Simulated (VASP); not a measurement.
# Os (P6_3/mmc) in VASP: further runs

The runs below take Os through single point, with PBEsol.

All numbers are computed with VASP 6.6.1; they aren't measurements. Logs are shortened: lines on timing, memory, paths and dates and some standing lists are left out, and cuts for length are marked.

## Step 1: The cell of the first run

Symmetry: P6_3/mmc, No. 194, hexagonal system. Conventional cell: a = 2.671 Å, b = 2.671 Å, c = 4.233 Å, α = 90.00°, β = 90.00°, γ = 120.00°. Os (site symmetry -6m2) has 12 Os at 2.62 to 2.67 Å within 3.5 Å.

## Step 2: Single point, PBEsol

INCAR reads:

```
SYSTEM = Os
PREC = Accurate ; ENCUT = 520
EDIFF = 1E-7 ; ISMEAR = -1
SIGMA = 0.05 ; LREAL = .False.
LASPH = .True. ; NELM = 60
ALGO = Normal ; ISIF = 2
LWAVE = .False. ; LCHARG = .True.
GGA = PS ; LELF = .True.
LVHAR = .True. ; NBANDS = 15
```

KPOINTS reads:

```
Automatic mesh
0
Gamma
  11 11 6
  0 0 0
```

POSCAR reads:

```
Os
1.0
    2.6712997481      0.0000000000      0.0000000000
   -1.3356498740      2.3134134430      0.0000000000
    0.0000000000      0.0000000000      4.2331153746
Os
2
Direct
    0.6666666667      0.3333333333      0.7500000000
    0.3333333333      0.6666666667      0.2500000000
```

Potentials or basis: VASP PAW PBE potentials, release 64 (Os).

Command:

```
$ cat potpaw_PBE.64/Os/POTCAR > POTCAR
$ mpirun -np 1 vasp_std > vasp.out
```

OUTCAR:

```text
SYSTEM = Os
   PREC = Accurate
   ENCUT = 520
   EDIFF = 1E-7
   ISMEAR = -1
   LREAL = .False.
   LASPH = .True.
   NELM = 60
   ISIF = 2
   GGA = PS

 ion  position               nearest neighbor table
   1  0.667  0.333  0.750-   2 2.62   2 2.62   2 2.62   2 2.62   2 2.62   2 2.62
   2  0.333  0.667  0.250-   1 2.62   1 2.62   1 2.62   1 2.62   1 2.62   1 2.62

  LATTYP: Found a hexagonal cell.
 ALAT       =     2.6712997481
 C/A-ratio  =     1.5846650596

  Lattice vectors:

 A1 = (   2.6712997481,   0.0000000000,   0.0000000000)
 A2 = (  -1.3356498740,   2.3134134430,   0.0000000000)
 A3 = (   0.0000000000,   0.0000000000,   4.2331153746)

Analysis of symmetry for initial positions (statically):
=====================================================================
 Subroutine PRICEL returns:
 Original cell was already a primitive cell.

 Routine SETGRP: Setting up the symmetry group for a
 hexagonal supercell.

 Subroutine GETGRP returns: Found 24 space group operations
 (whereof 12 operations were pure point group operations)
 out of a pool of 24 trial point group operations.

The static configuration has the point symmetry D_3d.
 The point group associated with its full space group is D_6h.

Analysis of symmetry for dynamics (positions and initial velocities):
=====================================================================
 Subroutine PRICEL returns:
 Original cell was already a primitive cell.

 Routine SETGRP: Setting up the symmetry group for a
 hexagonal supercell.

 Subroutine GETGRP returns: Found 24 space group operations
 (whereof 12 operations were pure point group operations)
 out of a pool of 24 trial point group operations.

The dynamic configuration has the point symmetry D_3d.
 The point group associated with its full space group is D_6h.

 Subroutine INISYM returns: Found 24 space group operations
 (whereof 12 operations are pure point group operations),
 and found     1 'primitive' translations

----------------------------------------------------------------------------------------

                                     Primitive cell

  volume of cell :      26.1599

  direct lattice vectors                    reciprocal lattice vectors
     2.671299748  0.000000000  0.000000000     0.374349603  0.216130844  0.000000000
    -1.335649874  2.313413443  0.000000000     0.000000000  0.432261688  0.000000000
     0.000000000  0.000000000  4.233115375     0.000000000  0.000000000  0.236232635

  length of vectors
     2.671299748  2.671299748  4.233115375     0.432261688  0.432261688  0.236232635

  position of ions in fractional coordinates (direct lattice)
     0.666666667  0.333333333  0.750000000
     0.333333333  0.666666667  0.250000000

  ion indices of the primitive-cell ions
   primitive index   ion index
                 1           1
                 2           2

----------------------------------------------------------------------------------------

 KPOINTS: Automatic mesh

Automatic generation of k-mesh.
 Grid dimensions read from file:
 generate k-points for:   11   11    6

 Generating k-lattice:

  Cartesian coordinates                     Fractional coordinates (reciprocal lattice)
     0.034031782  0.019648259  0.000000000     0.090909091  0.000000000  0.000000000
     0.000000000  0.039296517  0.000000000     0.000000000  0.090909091  0.000000000
     0.000000000  0.000000000  0.039372106     0.000000000  0.000000000  0.166666667

  Length of vectors
     0.039296517  0.039296517  0.039372106

  Shift w.r.t. Gamma in fractional coordinates (k-lattice)
     0.000000000  0.000000000  0.000000000

 Subroutine IBZKPT returns following result:
 ===========================================

 Found     64 irreducible k-points:

 Following reciprocal coordinates:
            Coordinates               Weight
  0.000000  0.000000  0.000000      1.000000
  0.090909  0.000000  0.000000      6.000000
  0.181818  0.000000  0.000000      6.000000
  0.272727  0.000000  0.000000      6.000000
  0.363636 -0.000000  0.000000      6.000000
  0.454545  0.000000  0.000000      6.000000
[... 16 lines left out ...]
  0.090909  0.090909  0.166667     12.000000
  0.181818  0.090909  0.166667     24.000000
 [... further k-points ...]
   k-points           NKPTS =     64   k-points in BZ     NKDIM =     64   number of bands    NBANDS=     15
   number of dos      NEDOS =    301   number of ions     NIONS =      2
   total plane-waves  NPLWV =  12800
   dimension x,y,z NGX =    20 NGY =   20 NGZ =   32
   dimension x,y,z NGXF=    40 NGYF=   40 NGZF=   64
   ions per type =               2
   NGX,Y,Z   is equivalent  to a cutoff of  12.45, 12.45, 12.57 a.u.
   NGXF,Y,Z  is equivalent  to a cutoff of  24.89, 24.89, 25.13 a.u.
 SYSTEM =  Os
   PREC   = accura    normal or accurate (medium, high low for compatibility)
   ISTART =      0    job   : 0-new  1-cont  2-samecut
   ICHARG =      2    charge: 1-file 2-atom 10-const
   ISPIN  =      1    spin polarized calculation?
   LNONCOLLINEAR =      F non collinear calculations
   LSORBIT =      F    spin-orbit coupling
   LASPH  =      T    aspherical Exc in radial PAW
   ENCUT  =  520.0 eV  38.22 Ry    6.18 a.u.   4.97  4.97  7.87*2*pi/ulx,y,z
   NELM   =     60;   NELMIN=  2; NELMDL= -5     # of ELM steps
   EDIFF  = 0.1E-06   stopping-criterion for ELM
   LREAL  =      F    real-space projection
   EDIFFG = 0.1E-05   stopping-criterion for IOM
   NSW    =      0    number of steps for IOM
   IBRION =     -1    ionic relax: 0-MD 1-quasi-New 2-CG
   NFREE  =      0    steps in history (QN), initial steepest desc. (CG)
   ISIF   =      2    stress and relaxation
   ISYM   =      2    0-nonsym 1-usesym 2-fastsym
   POTIM  = 0.5000    time-step for ionic-motion
   TEBEG  =    0.0;   TEEND  =   0.0 temperature during run
   PSTRESS=    0.0 pullay stress
   NELECT =      16.0000    total number of electrons
   NUPDOWN=      -1.0000    fix difference up-down
   EMIN   =  10.00;   EMAX   =-10.00  energy-range for DOS
   EFERMI =   0.00;   METHOD = LEGACY
   ISMEAR =    -1;   SIGMA  =   0.05  broadening in eV -4-tet -1-fermi 0-gaus
   EFERMI_NEDOS =   21; number of points for ismear=-14 and -15
   IALGO  =     38    algorithm
   IMIX   =      4    mixing-type and parameters
     AMIX     =   0.40;   BMIX     =  1.00
     AMIX_MAG =   1.60;   BMIX_MAG =  1.00
  volume/ion in A,a.u.               =      13.08        88.27
  Fermi-wavevector in a.u.,A,eV,Ry     =   1.389642  2.626042 26.274265  1.931104
  Thomas-Fermi vector in A             =   2.513653
   LORBIT       =      0    0 simple, 1 ext, 2 COOP (PROOUT), +10 PAW based schemes
   GGA     = PS    functional components
   LHFCALC =     F    Hartree Fock is set to
   AEXX    =    0.0000 exact exchange contribution
   IVDW    =     0    specifies the selected vdW correction
   LEPSILON=     F    determine dielectric tensor
   LRPA    =     F    only Hartree local field effects (RPA)
 non-spin polarized calculation
  energy-cutoff  :      520.00
  volume of cell :       26.16
 maximum number of plane-waves:       718
 NGX is ok and might be reduce to    20
   NGX =  9   NGY =  9   NGZ = 15

 number of electron      16.0000001 magnetization

 Free energy of the ion-electron system (eV)
  ---------------------------------------------------
  ext. energy  EPLUGINS =         0.00000000
  ---------------------------------------------------
  free energy    TOTEN  =       -24.32015565 eV

  energy without entropy =      -24.30823088  energy(sigma->0) =      -24.31419326

 E-fermi :  10.3148     XC(G=0): -14.5390

 val. band max:       10.3037166734   @ k =   0.3636  -0.0000   0.3333
 cond. band min:      10.3427544859   @ k =   0.0000   0.0000   0.0000
 fundamental gap:      0.0390378124
 Fermi energy:        10.3147815538

 k-point     1 :       0.0000    0.0000    0.0000
  band No.  band energies     occupation
      1      -1.2563      2.00000
      2       1.8648      2.00000
      3       6.9742      2.00000
      4       6.9742      2.00000
      5       7.2175      2.00000
      6       7.9113      2.00000
      7       7.9113      2.00000
      8       8.6693      2.00000
      9       8.6693      2.00000
     10      10.3428      0.72735
     11      12.2368      0.00000
     12      12.2368      0.00000
     13      20.1931      0.00000
     14      24.3730      0.00000
     15      27.1473      0.00000

 k-point     2 :       0.0909    0.0000    0.0000
  band No.  band energies     occupation
      1      -0.8962      2.00000
      2       2.1843      2.00000
      3       6.3547      2.00000
      4       7.2994      2.00000
      5       7.6414      2.00000
      6       7.7996      2.00000
      7       8.1263      2.00000
      8       8.2165      2.00000
      9       8.4094      2.00000
     10       9.2225      2.00000
     11      12.4203      0.00000
     12      13.9753      0.00000
     13      20.1758      0.00000
     14      25.1385      0.00000
     15      27.6160      0.00000

 k-point     3 :       0.1818    0.0000    0.0000
  band No.  band energies     occupation
      1       0.0906      2.00000
      2       2.9217      2.00000
      3       5.6528      2.00000
      4       6.4964      2.00000
      5       7.1808      2.00000
      6       7.8284      2.00000
      7       8.2416      2.00000
      8       8.5723      2.00000
      9       8.6108      2.00000
     10       9.0934      2.00000
     11      12.7900      0.00000
     12      16.5386      0.00000
     13      19.9790      0.00000
     14      26.6589      0.00000
     15      27.9205      0.00000
[... 343 lines left out ...]
 k-point    23 :       0.0909    0.0909    0.1667
  band No.  band energies     occupation
      1       0.1107      2.00000
      2       2.8481      2.00000
      3       5.8068      2.00000
      4       6.2668      2.00000
      5       7.0800      2.00000
      6       7.5027      2.00000
      7       8.0120      2.00000
      8       8.3979      2.00000
      9       9.2023      2.00000
     10       9.2514      2.00000
     11      12.5641      0.00000
     12      14.7734      0.00000
     13      21.6721      0.00000
     14      25.8388      0.00000
     15      28.0708      0.00000

 k-point    24 :       0.1818    0.0909    0.1667
  band No.  band energies     occupation
      1       1.2041      2.00000
      2       3.6044      2.00000
      3       5.1106      2.00000
      4       5.3461      2.00000
      5       6.6942      2.00000
      6       7.3978      2.00000
      7       8.0532      2.00000
      8       9.0697      2.00000
      9       9.7626      1.99997
     10      10.1833      1.86541
     11      12.7425      0.00000
     12      16.4298      0.00000
     13      21.5755      0.00000
     14      26.3372      0.00000
     15      27.2293      0.00000

 [... further k-points ...]
[... 5 lines left out ...]
  --------------------------------------------------------------------------------------
  -------------------------------------------------------------------------------------
  Total        5.1661428      5.1661428      5.1589270      0.0000000      0.0000000      0.0000000
  in kB      316.4033033    316.4033033    315.9613627      0.0000000      0.0000000      0.0000000
  external PRESSURE =     316.2559898 kB  Pullay stress =       0.0000000 kB

 VOLUME and BASIS-vectors are now :
 -----------------------------------------------------------------------------
  energy-cutoff  :      520.00
  volume of cell :       26.16
      direct lattice vectors                 reciprocal lattice vectors
     2.671299748  0.000000000  0.000000000     0.374349603  0.216130844  0.000000000
    -1.335649874  2.313413443  0.000000000     0.000000000  0.432261688  0.000000000
     0.000000000  0.000000000  4.233115375     0.000000000  0.000000000  0.236232635

 POSITION                                       TOTAL-FORCE (eV/Angst)
 -----------------------------------------------------------------------------------
      1.33565      0.77114      3.17484        -0.000000      0.000000      0.000000
     -0.00000      1.54228      1.05828         0.000000     -0.000000      0.000000
 -----------------------------------------------------------------------------------
    total drift:                               -0.000000      0.000000     -0.000000

  FREE ENERGIE OF THE ION-ELECTRON SYSTEM (eV)
  ---------------------------------------------------
  free  energy   TOTEN  =       -24.3201556511 eV

  energy  without entropy=      -24.3082308767  energy(sigma->0) =      -24.31419326
```

Wall time 13 s (1 thread of Intel Xeon Platinum 8375C at 2.90GHz (Ice Lake), shared host); peak memory 0.15 GiB.

Results:

```yaml
Free_energy: -24.3202 eV
Pressure: 31.6 GPa
Band_gap_on_the_k_mesh: zero (band 8 reaches 12.74 eV, above the bottom of band 9 at 8.41 eV)
```

Levels at points of the mesh, in eV from the Fermi level:
```
           k point  band 6  band 7  band 8  band 9  band 10  band 11
(0.00, 0.00, 0.00)   -2.40   -2.40   -1.65   -1.65     0.03     1.92
(0.00, 0.00, 0.50)   -3.54   -3.54   -3.54    1.06     1.06     1.06
```

Caveat: the PAW data sets were made with another functional, which shifts forces and pressure a little; spin-orbit coupling is left out, which moves the levels of the heavy elements.

## Step 3: Single point, PBEsol

This run uses another cell than the first one, of 13.59 Å³/atom, 1.039 times its volume.

INCAR reads:

```
PREC = Accurate
ENCUT = 520
EDIFF = 1E-6
ISMEAR = -1
SIGMA = 0.05
LREAL = False
LASPH = True
NELM = 60
ALGO = Normal
ISIF = 2
LWAVE = False
LCHARG = False
GGA = PS
NBANDS = 15
```

KPOINTS reads:

```
Automatic mesh
0
Gamma
  11 11 6
```

POSCAR reads:

```
Os
1.0
    2.7071693992      0.0000000000      0.0000000000
   -1.3535846996      2.3444774721      0.0000000000
    0.0000000000      0.0000000000      4.2829291180
Os
2
Direct
    0.6666666667      0.3333333333      0.7500000000
    0.3333333333      0.6666666667      0.2500000000
```

Potentials or basis: VASP PAW PBE potentials, release 64 (Os).

Command:

```
$ cat potpaw_PBE.64/Os/POTCAR > POTCAR
$ mpirun -np 1 vasp_std > vasp.out
```

Wall time 11 s (1 thread of Intel Xeon Platinum 8375C at 2.90GHz (Ice Lake), shared host); peak memory 0.15 GiB.

It converged, with:

```
Free energy            : -24.4541 eV
Pressure               : 10.9 GPa
Band gap on the k mesh : zero (band 8 reaches 11.97 eV, above the bottom of band 9 at 7.89 eV)
```

Stress tensor (GPa, compression positive):
```
10.88  0.00  0.00
 0.00 10.88  0.00
 0.00  0.00 10.80
```

Levels at points of the mesh, in eV from the Fermi level:
```csv
k point,band 5,band 6,band 7,band 8,band 9,band 10,band 11,band 12
"(0.00, 0.00, 0.00)",-2.91,-2.27,-2.27,-1.57,-1.57,0.03,1.82,1.82
"(0.00, 0.00, 0.50)",-3.35,-3.35,-3.35,-3.35,1.00,1.00,1.00,1.00
```

Caveat: the PAW data sets were made with another functional, which shifts forces and pressure a little; spin-orbit coupling is left out, which moves the levels of the heavy elements.

(Continued in part 2 of 2.)
